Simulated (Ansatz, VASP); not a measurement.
# Au in VASP and in Ansatz

File POSCAR:

```
Au
1.0
   -1.5967457828      1.5967457828      1.6376879824
    1.5967457828     -1.5967457828      1.6376879824
    1.5967457828      1.5967457828     -1.6376879824
Au
1
Direct
    0.0000000000      0.0000000000      0.0000000000
```

The input INCAR.step1:

```
SYSTEM = Au
PREC = Accurate ; ENCUT = 520
ISMEAR = 0 ; SIGMA = 0.15
LREAL = .FALSE. ; LASPH = .TRUE.
NELM = 100 ; NBANDS = 12
GGA = PE ; ALGO = Normal
EDIFF = 1E-4 ; LWAVE = .TRUE.
LCHARG = .FALSE.
```

File INCAR.step2:

```
SYSTEM = Au
PREC = Accurate ; ENCUT = 520
EDIFF = 1E-6 ; ISMEAR = 0
SIGMA = 0.15 ; LREAL = .FALSE.
LASPH = .TRUE. ; NELM = 100
ALGO = Normal ; ISIF = 2
LWAVE = .FALSE. ; LCHARG = .FALSE.
METAGGA = R2SCAN ; LMIXTAU = .TRUE.
NBANDS = 12 ; ISTART = 1
```

KPOINTS

```
Automatic mesh
0
G
  26 26 26
  0 0 0
```

Input for Ansatz:

```yaml
crystal:
  lattice:
    - [-1.5967457828, 1.5967457828, 1.6376879824]
    - [1.5967457828, -1.5967457828, 1.6376879824]
    - [1.5967457828, 1.5967457828, -1.6376879824]
  atoms:
    - { symbol: Au, position: [0.0, 0.0, 0.0] }
basis:
  ecutwfc: 500
kpoints:
  mp_grid: { grid: [26, 26, 26] }
hamiltonian:
  xc: r2scan
scf:
  occupations: { method: gaussian, width: 0.15 }
output:
  forces: true
  stress: true
  eigenvalues: true
```

Change from the starting cell: strain -0.025 along x and y, +0.000 along z, atoms carried along.

Alike in both runs: task single point; functional r2SCAN; k mesh 26 × 26 × 26; occupations gaussian, width 0.15 eV; no spin polarisation.

|  | VASP | Ansatz |
| --- | --- | --- |
| version | VASP 6.6.1 | Ansatz 0.2.0 |
| potentials or method | VASP PAW PBE potentials, release 64 (Au), cutoff 520 eV | scalar-relativistic, plane waves, PAW |
| valence electrons in the cell | 11 | 19 |

Ansatz gave:

* gap on the k mesh at the Fermi level (eV): none
* pressure (GPa): 9.2
* traceless stress, the component that is largest in VASP (GPa): 0.15

**Question.** Which values does VASP return?

**Answer.** gap on the k mesh at the Fermi level (eV): none; pressure (GPa): 9.6; traceless stress, the component that is largest in VASP (GPa): 0.16.

VASP's potentials were made for PBE, not for r2SCAN. A gap of «none» marks a metal or a gap that the smearing closes. VASP's potentials hold 11 valence electrons a cell and Ansatz's 19, so a difference there can come from the potentials and not from the codes.

Spin-orbit coupling is off throughout.
